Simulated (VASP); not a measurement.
# Co (P6_3/mmc) in VASP: a series of runs

Runs on Co. Level: PBEsol. Tasks: single point.

Everything below comes from runs of VASP 6.6.1. Logs are shortened: lines on timing, memory, paths and dates and some standing lists are left out, and cuts for length are marked.

## Step 1: The cell of the first run

Symmetry: P6_3/mmc, No. 194, hexagonal system. The conventional cell has a = 2.496 Å, b = 2.496 Å, c = 3.769 Å, α = 90.00°, β = 90.00°, γ = 120.00°. Co (site symmetry -6m2) has 12 Co at 2.37 to 2.50 Å within 3.1 Å.

## Step 2: Single point, PBEsol, collinear spin, ferromagnetic start

Input file INCAR:

```
SYSTEM = Co
PREC = Accurate ; ENCUT = 520
EDIFF = 1E-6 ; ISMEAR = 0
SIGMA = 0.15 ; LREAL = .FALSE.
LASPH = .TRUE. ; NELM = 150
ALGO = Normal ; ISIF = 2
LWAVE = .FALSE. ; LCHARG = .TRUE.
ISPIN = 2 ; MAGMOM = 1.79 1.79
LORBIT = 11 ; LMAXMIX = 4
GGA = PS ; LELF = .TRUE.
LVHAR = .TRUE. ; NBANDS = 20
```

Input file KPOINTS:

```
regular mesh
0
G
  21 21 12
  0 0 0
```

Input file POSCAR:

```
Co
1.0
    2.4965000000      0.0000000000      0.0000000000
   -1.2482500000      2.1620324205      0.0000000000
    0.0000000000      0.0000000000      3.7690000000
Co
2
Direct
    0.3333333333      0.6666666667      0.2500000000
    0.6666666667      0.3333333333      0.7500000000
```

Potentials or basis: VASP PAW PBE potentials, release 64 (Co).

The run is started by

```console
$ cat potpaw_PBE.64/Co/POTCAR > POTCAR
$ mpirun -np 1 vasp_std > vasp.out
```

OUTCAR:

```text
SYSTEM = Co
   PREC = Accurate
   ENCUT = 520
   EDIFF = 1E-6
   ISMEAR = 0
   LREAL = .FALSE.
   LASPH = .TRUE.
   NELM = 150
   ISIF = 2
   ISPIN = 2
   LORBIT = 11
   GGA = PS

 ion  position               nearest neighbor table
   1  0.333  0.667  0.250-   2 2.37   2 2.37   2 2.37   2 2.37   2 2.37   2 2.37
   2  0.667  0.333  0.750-   1 2.37   1 2.37   1 2.37   1 2.37   1 2.37   1 2.37

  LATTYP: Found a hexagonal cell.
 ALAT       =     2.4965000000
 C/A-ratio  =     1.5097135990

  Lattice vectors:

 A1 = (   2.4965000000,   0.0000000000,   0.0000000000)
 A2 = (  -1.2482500000,   2.1620324205,   0.0000000000)
 A3 = (   0.0000000000,   0.0000000000,   3.7690000000)

Analysis of symmetry for initial positions (statically):
=====================================================================
 Subroutine PRICEL returns:
 Original cell was already a primitive cell.

 Routine SETGRP: Setting up the symmetry group for a
 hexagonal supercell.

 Subroutine GETGRP returns: Found 24 space group operations
 (whereof 12 operations were pure point group operations)
 out of a pool of 24 trial point group operations.

The static configuration has the point symmetry D_3d.
 The point group associated with its full space group is D_6h.

Analysis of symmetry for dynamics (positions and initial velocities):
=====================================================================
 Subroutine PRICEL returns:
 Original cell was already a primitive cell.

 Routine SETGRP: Setting up the symmetry group for a
 hexagonal supercell.

 Subroutine GETGRP returns: Found 24 space group operations
 (whereof 12 operations were pure point group operations)
 out of a pool of 24 trial point group operations.

The dynamic configuration has the point symmetry D_3d.
 The point group associated with its full space group is D_6h.

Analysis of structural, dynamic, and magnetic symmetry:
=====================================================================
 Subroutine PRICEL returns:
 Original cell was already a primitive cell.

 Routine SETGRP: Setting up the symmetry group for a
 hexagonal supercell.

 Subroutine GETGRP returns: Found 24 space group operations
 (whereof 12 operations were pure point group operations)
 out of a pool of 24 trial point group operations.

The overall configuration has the point symmetry D_3d.
 The point group associated with its full space group is D_6h.

 Subroutine INISYM returns: Found 24 space group operations
 (whereof 12 operations are pure point group operations),
 and found     1 'primitive' translations

----------------------------------------------------------------------------------------

                                     Primitive cell

  volume of cell :      20.3432

  direct lattice vectors                    reciprocal lattice vectors
     2.496500000  0.000000000  0.000000000     0.400560785  0.231263877  0.000000000
    -1.248250000  2.162032421  0.000000000     0.000000000  0.462527754  0.000000000
     0.000000000  0.000000000  3.769000000     0.000000000  0.000000000  0.265322367

  length of vectors
     2.496500000  2.496500000  3.769000000     0.462527754  0.462527754  0.265322367

  position of ions in fractional coordinates (direct lattice)
     0.333333333  0.666666667  0.250000000
     0.666666667  0.333333333  0.750000000

  ion indices of the primitive-cell ions
   primitive index   ion index
                 1           1
                 2           2

----------------------------------------------------------------------------------------

 KPOINTS: regular mesh

Automatic generation of k-mesh.
 Grid dimensions read from file:
 generate k-points for:   21   21   12

 Generating k-lattice:

  Cartesian coordinates                     Fractional coordinates (reciprocal lattice)
     0.019074323  0.011012566  0.000000000     0.047619048  0.000000000  0.000000000
     0.000000000  0.022025131  0.000000000     0.000000000  0.047619048  0.000000000
     0.000000000  0.000000000  0.022110197     0.000000000  0.000000000  0.083333333

  Length of vectors
     0.022025131  0.022025131  0.022110197

  Shift w.r.t. Gamma in fractional coordinates (k-lattice)
     0.000000000  0.000000000  0.000000000

 Subroutine IBZKPT returns following result:
 ===========================================

 Found    336 irreducible k-points:

 Following reciprocal coordinates:
            Coordinates               Weight
  0.000000  0.000000  0.000000      1.000000
  0.047619 -0.000000  0.000000      6.000000
  0.095238 -0.000000  0.000000      6.000000
  0.142857 -0.000000  0.000000      6.000000
  0.190476 -0.000000  0.000000      6.000000
  0.238095 -0.000000  0.000000      6.000000
[... 16 lines left out ...]
  0.142857  0.095238  0.000000     12.000000
  0.190476  0.095238  0.000000     12.000000
 [... further k-points ...]
   k-points           NKPTS =    336   k-points in BZ     NKDIM =    336   number of bands    NBANDS=     20
   number of dos      NEDOS =    301   number of ions     NIONS =      2
   total plane-waves  NPLWV =  11200
   dimension x,y,z NGX =    20 NGY =   20 NGZ =   28
   dimension x,y,z NGXF=    40 NGYF=   40 NGZF=   56
   ions per type =               2
   NGX,Y,Z   is equivalent  to a cutoff of  13.32, 13.32, 12.35 a.u.
   NGXF,Y,Z  is equivalent  to a cutoff of  26.64, 26.64, 24.70 a.u.
 SYSTEM =  Co
   PREC   = accura    normal or accurate (medium, high low for compatibility)
   ISTART =      0    job   : 0-new  1-cont  2-samecut
   ICHARG =      2    charge: 1-file 2-atom 10-const
   ISPIN  =      2    spin polarized calculation?
   LNONCOLLINEAR =      F non collinear calculations
   LSORBIT =      F    spin-orbit coupling
   LASPH  =      T    aspherical Exc in radial PAW
   ENCUT  =  520.0 eV  38.22 Ry    6.18 a.u.   4.64  4.64  7.01*2*pi/ulx,y,z
   NELM   =    150;   NELMIN=  2; NELMDL= -5     # of ELM steps
   EDIFF  = 0.1E-05   stopping-criterion for ELM
   LREAL  =      F    real-space projection
   EDIFFG = 0.1E-04   stopping-criterion for IOM
   NSW    =      0    number of steps for IOM
   IBRION =     -1    ionic relax: 0-MD 1-quasi-New 2-CG
   NFREE  =      0    steps in history (QN), initial steepest desc. (CG)
   ISIF   =      2    stress and relaxation
   ISYM   =      2    0-nonsym 1-usesym 2-fastsym
   POTIM  = 0.5000    time-step for ionic-motion
   TEBEG  =    0.0;   TEEND  =   0.0 temperature during run
   PSTRESS=    0.0 pullay stress
   NELECT =      18.0000    total number of electrons
   NUPDOWN=      -1.0000    fix difference up-down
   EMIN   =  10.00;   EMAX   =-10.00  energy-range for DOS
   EFERMI =   0.00;   METHOD = LEGACY
   ISMEAR =     0;   SIGMA  =   0.15  broadening in eV -4-tet -1-fermi 0-gaus
   EFERMI_NEDOS =   21; number of points for ismear=-14 and -15
   IALGO  =     38    algorithm
   IMIX   =      4    mixing-type and parameters
     AMIX     =   0.40;   BMIX     =  1.00
     AMIX_MAG =   1.60;   BMIX_MAG =  1.00
  volume/ion in A,a.u.               =      10.17        68.64
  Fermi-wavevector in a.u.,A,eV,Ry     =   1.571662  2.970010 33.608023  2.470120
  Thomas-Fermi vector in A             =   2.673212
   LORBIT       =     11    0 simple, 1 ext, 2 COOP (PROOUT), +10 PAW based schemes
   GGA     = PS    functional components
   LHFCALC =     F    Hartree Fock is set to
   AEXX    =    0.0000 exact exchange contribution
   IVDW    =     0    specifies the selected vdW correction
   LEPSILON=     F    determine dielectric tensor
   LRPA    =     F    only Hartree local field effects (RPA)
 spin polarized calculation
 Gauss-broadening in eV      SIGMA  =   0.15
  energy-cutoff  :      520.00
  volume of cell :       20.34
 maximum number of plane-waves:       567
 NGX is ok and might be reduce to    20
   NGX =  9   NGY =  9   NGZ = 15

 number of electron      17.9999998 magnetization       3.0557151

 Free energy of the ion-electron system (eV)
  ---------------------------------------------------
  ext. energy  EPLUGINS =         0.00000000
  ---------------------------------------------------
  free energy    TOTEN  =       -15.41230745 eV

  energy without entropy =      -15.39429624  energy(sigma->0) =      -15.40330184

 E-fermi :  10.9856     XC(G=0): -13.9601

 val. band max:       10.9826450226   @ k =   0.3333   0.0952   0.4167
 cond. band min:      10.9888836183   @ k =   0.1905   0.0476   0.1667
 fundamental gap:      0.0062385957
 Fermi energy:        10.9856075033

 spin component 1

 k-point     1 :       0.0000    0.0000    0.0000
  band No.  band energies     occupation
      1       1.6637      1.00000
      2       5.5928      1.00000
      3       8.3227      1.00000
      4       8.3227      1.00000
      5       8.7098      1.00000
      6       8.7656      1.00000
[... 12 lines left out ...]
     19      36.6140      0.00000
     20      38.7701      0.00000

 k-point     2 :       0.0476   -0.0000    0.0000
  band No.  band energies     occupation
      1       1.7436      1.00000
      2       5.6373      1.00000
      3       8.2412      1.00000
      4       8.3615      1.00000
      5       8.7479      1.00000
      6       8.7782      1.00000
[... 12 lines left out ...]
     19      38.2202      0.00000
     20      38.6660      0.00000
[... 465 lines left out ...]
      3       7.5496      1.00000
      4       7.8407      1.00000
      5       8.4061      1.00000
      6       8.5803      1.00000
[... 12 lines left out ...]
     19      36.3482      0.00000
     20      39.3825      0.00000

 k-point    24 :       0.1905    0.0952    0.0000
  band No.  band energies     occupation
      1       3.7180      1.00000
      2       6.3985      1.00000
      3       7.3863      1.00000
      4       7.4520      1.00000
      5       8.2821      1.00000
      6       8.5791      1.00000
[... 12 lines left out ...]
     19      36.4301      0.00000
     20      37.9635      0.00000

 [... further k-points ...]

 spin component 2

 k-point     1 :       0.0000    0.0000    0.0000
  band No.  band energies     occupation
      1       1.7282      1.00000
      2       6.5632      1.00000
      3       9.8656      1.00000
      4       9.8656      1.00000
      5      10.3245      1.00000
      6      10.3752      1.00000
[... 12 lines left out ...]
     19      36.9800      0.00000
     20      38.6206      0.00000

 k-point     2 :       0.0476   -0.0000    0.0000
  band No.  band energies     occupation
      1       1.8084      1.00000
      2       6.6131      1.00000
      3       9.7709      1.00000
      4       9.9080      1.00000
      5      10.3525      1.00000
      6      10.4001      1.00000
[... 12 lines left out ...]
     19      38.5043      0.00000
     20      38.5366      0.00000
[... 465 lines left out ...]
      3       8.9345      1.00000
      4       9.0063      1.00000
      5       9.9192      1.00000
      6      10.1105      1.00000
[... 12 lines left out ...]
     19      36.5266      0.00000
     20      39.8820      0.00000

 k-point    24 :       0.1905    0.0952    0.0000
  band No.  band energies     occupation
      1       3.8201      1.00000
      2       7.5158      1.00000
      3       8.5980      1.00000
      4       8.7079      1.00000
      5       9.7763      1.00000
      6      10.0869      1.00000
[... 12 lines left out ...]
     19      36.6730      0.00000
     20      38.4313      0.00000

 [... further k-points ...]

------------------------ aborting loop because EDIFF is reached ----------------------------------------

  FORCE on cell =-STRESS in cart. coord.  units (eV):
  Direction    XX          YY          ZZ          XY          YZ          ZX
  --------------------------------------------------------------------------------------
  -------------------------------------------------------------------------------------
  Total       -0.3280527     -0.3280527      2.5500768     -0.0000000      0.0000000     -0.0000000
  in kB      -25.8365400    -25.8365400    200.8370988     -0.0000000      0.0000000     -0.0000000
  external PRESSURE =      49.7213396 kB  Pullay stress =       0.0000000 kB

 VOLUME and BASIS-vectors are now :
 -----------------------------------------------------------------------------
  energy-cutoff  :      520.00
  volume of cell :       20.34
      direct lattice vectors                 reciprocal lattice vectors
     2.496500000  0.000000000  0.000000000     0.400560785  0.231263877  0.000000000
    -1.248250000  2.162032421  0.000000000     0.000000000  0.462527754  0.000000000
     0.000000000  0.000000000  3.769000000     0.000000000  0.000000000  0.265322367

 POSITION                                       TOTAL-FORCE (eV/Angst)
 -----------------------------------------------------------------------------------
     -0.00000      1.44135      0.94225        -0.000000      0.000000      0.000000
      1.24825      0.72068      2.82675         0.000000     -0.000000      0.000000
 -----------------------------------------------------------------------------------
    total drift:                                0.000000      0.000000     -0.000000

  FREE ENERGIE OF THE ION-ELECTRON SYSTEM (eV)
  ---------------------------------------------------
  free  energy   TOTEN  =       -15.4123074455 eV

  energy  without entropy=      -15.3942962421  energy(sigma->0) =      -15.40330184

 total charge

# of ion       s       p       d       tot
------------------------------------------
    1        0.518   0.583   7.314   8.415
    2        0.518   0.583   7.314   8.415
--------------------------------------------------
tot          1.036   1.166  14.628  16.830

 magnetization (x)

# of ion       s       p       d       tot
------------------------------------------
    1       -0.016  -0.052   1.600   1.532
    2       -0.016  -0.052   1.600   1.532
--------------------------------------------------
tot         -0.032  -0.105   3.200   3.063
```

It took 4.1 min on 1 thread of Intel Xeon Platinum 8488C (Sapphire Rapids), shared host; peak memory 0.29 GiB.

Results:

| Quantity | Value |
| --- | --- |
| Free energy | -15.4123 eV |
| Pressure | 5.0 GPa |
| Net moment | 3.06 μB per cell |
| Site moments | Co +1.53 μB |
| Valence electrons inside the program's atomic spheres | Co 8.41 |

Stress tensor (GPa, compression positive):
```
-2.58  0.00  0.00
 0.00 -2.58  0.00
 0.00  0.00 20.08
```

Caveat: the cell stands under pressure; the PAW data sets were made with another functional, which shifts forces and pressure a little.

[end of part 1 of 2]
